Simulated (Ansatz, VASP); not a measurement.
# Two plane-wave programs on BiB

File POSCAR:

```
BiB
1.0
    0.0000000000      2.7448744764      2.7448744764
    2.7448744764      0.0000000000      2.7448744764
    2.7448744764      2.7448744764      0.0000000000
B Bi
1 1
Direct
    0.0000000000      0.0000000000      0.0000000000
    0.2500000000      0.2500000000      0.2500000000
```

The input INCAR.step1:

```
PREC = Accurate
ENCUT = 520
ISMEAR = 0
SIGMA = 0.01
LREAL = F
LASPH = T
NELM = 80
NBANDS = 16
GGA = PE
ALGO = Normal
EDIFF = 1E-4
LWAVE = T
LCHARG = F
```

File INCAR.step2:

```
PREC = Accurate
ENCUT = 520
EDIFF = 1E-7
ISMEAR = 0
SIGMA = 0.01
LREAL = F
LASPH = T
NELM = 80
ALGO = Normal
ISIF = 2
LWAVE = F
LCHARG = F
METAGGA = R2SCAN
LMIXTAU = T
NBANDS = 16
ISTART = 1
```

Contents of KPOINTS:

```
regular mesh
0
Gamma
  6 6 6
```

Input for Ansatz:

```yaml
crystal:
  lattice:
    - [0.0, 2.7448744764, 2.7448744764]
    - [2.7448744764, 0.0, 2.7448744764]
    - [2.7448744764, 2.7448744764, 0.0]
  atoms:
    - { symbol: B, position: [0.0, 0.0, 0.0] }
    - { symbol: Bi, position: [0.25, 0.25, 0.25] }
kpoints:
  mp_grid: { grid: [6, 6, 6] }
hamiltonian:
  xc: r2scan
scf:
  occupations: { method: fixed }
  n_extra_bands: 4
output:
  forces: true
  stress: true
  eigenvalues: true
```

Alike in both runs: task single point; functional r2SCAN; k mesh 6 × 6 × 6; no spin polarisation.

|  | VASP | Ansatz |
| --- | --- | --- |
| version | VASP 6.6.1 | Ansatz 0.2.0 |
| potentials or method | VASP PAW PBE potentials, release 64 (B, Bi_d) | plane waves, PAW |
| plane-wave cutoff (eV) | 520 | 500 |
| occupations | gaussian, width 0.01 eV | fixed |
| valence electrons in the cell | 18 | 18 |

VASP gave:

| Property | Result |
| --- | --- |
| gap on the k mesh at the Fermi level (eV) | 0.40 |
| pressure (GPa) | -0.2 |

Q: Estimate Ansatz's values.

A: gap on the k mesh at the Fermi level (eV): 0.39; pressure (GPa): -0.1.

VASP's potentials were made for PBE, not for r2SCAN.

Spin-orbit coupling is off throughout.
